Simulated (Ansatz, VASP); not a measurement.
# Two plane-wave programs on Bi2Te3

POSCAR

```
Bi2Te3
1.0
    2.2085012539      1.2750787934      9.9466700000
   -2.2085012539      1.2750787934      9.9466700000
    0.0000000000     -2.5501575869      9.9466700000
Bi Te
2 3
Direct
    0.8120000000      0.8120000000      0.8120000000
    0.4020000000      0.4020000000      0.4020000000
    0.6110000000      0.6110000000      0.6110000000
    0.2000000000      0.2000000000      0.2000000000
    0.0000000000      0.0000000000      0.0000000000
```

The input INCAR.step1:

```
PREC     = Accurate       # precision mode
ENCUT    = 520            # plane-wave cutoff, eV
ISMEAR   = 0              # smearing method
SIGMA    = 0.1            # smearing width, eV
LREAL    = F              # projectors in reciprocal space
LASPH    = T              # aspherical terms in the spheres
NELM     = 100            # most SCF steps
NBANDS   = 32             # bands
GGA      = PE             # functional
ALGO     = Normal         # electronic algorithm
EDIFF    = 1E-4           # SCF threshold, eV
LWAVE    = T              # write WAVECAR
LCHARG   = F              # write CHGCAR
LUSENCCL = F
```

INCAR.step2

```
PREC     = Accurate       # precision mode
ENCUT    = 520            # plane-wave cutoff, eV
EDIFF    = 1E-7           # SCF threshold, eV
ISMEAR   = 0              # smearing method
SIGMA    = 0.1            # smearing width, eV
LREAL    = F              # projectors in reciprocal space
LASPH    = T              # aspherical terms in the spheres
NELM     = 100            # most SCF steps
ALGO     = Normal         # electronic algorithm
ISIF     = 2              # what is computed and relaxed
LWAVE    = F              # write WAVECAR
LCHARG   = T              # write CHGCAR
METAGGA  = R2SCAN         # meta-GGA
LMIXTAU  = T            
LELF     = T              # ELF
LVHAR    = T            
NBANDS   = 32             # bands
ISTART   = 1            
LUSENCCL = F
```

The input KPOINTS:

```
regular mesh
0
Gamma
  12 12 12
```

Input for Ansatz:

```yaml
crystal:
  lattice:
    - [2.2085012539, 1.2750787934, 9.94667]
    - [-2.2085012539, 1.2750787934, 9.94667]
    - [0.0, -2.5501575869, 9.94667]
  atoms:
    - { symbol: Bi, position: [0.812, 0.812, 0.812] }
    - { symbol: Bi, position: [0.402, 0.402, 0.402] }
    - { symbol: Te, position: [0.611, 0.611, 0.611] }
    - { symbol: Te, position: [0.2, 0.2, 0.2] }
    - { symbol: Te, position: [0.0, 0.0, 0.0] }
basis:
  ecutwfc: 500
kpoints:
  mp_grid: { grid: [12, 12, 12] }
hamiltonian:
  xc: r2scan
scf:
  occupations: { method: gaussian, width: 0.1 }
output:
  forces: true
  stress: true
  eigenvalues: true
  populations: true
```

Alike in both runs: task single point; functional r2SCAN; k mesh 12 × 12 × 12; occupations gaussian, width 0.1 eV; no spin polarisation.

|  | VASP | Ansatz |
| --- | --- | --- |
| version | VASP 6.6.1 | Ansatz 0.2.0 |
| potentials or method | VASP PAW PBE potentials, release 64 (Bi_d, Te), cutoff 520 eV | scalar-relativistic, plane waves, PAW |
| valence electrons in the cell | 48 | 78 |

Ansatz gave:

- gap on the k mesh at the Fermi level (eV): none
- pressure (GPa): 1.0
- traceless stress, the component that is largest in VASP (GPa): -0.44
- rms of the force components (eV/Å): 0.506

Task: Estimate VASP's values.

Result: gap on the k mesh at the Fermi level (eV): none; pressure (GPa): 0.9; traceless stress, the component that is largest in VASP (GPa): -0.45; rms of the force components (eV/Å): 0.511.

VASP's potentials were made for PBE, not for r2SCAN. Atom by atom the forces differ by 0.007 eV/Å (rms over components). A gap of «none» marks a metal or a gap that the smearing closes. VASP's potentials hold 48 valence electrons a cell and Ansatz's 78, so a difference there can come from the potentials and not from the codes.

Neither program's run includes spin-orbit coupling.
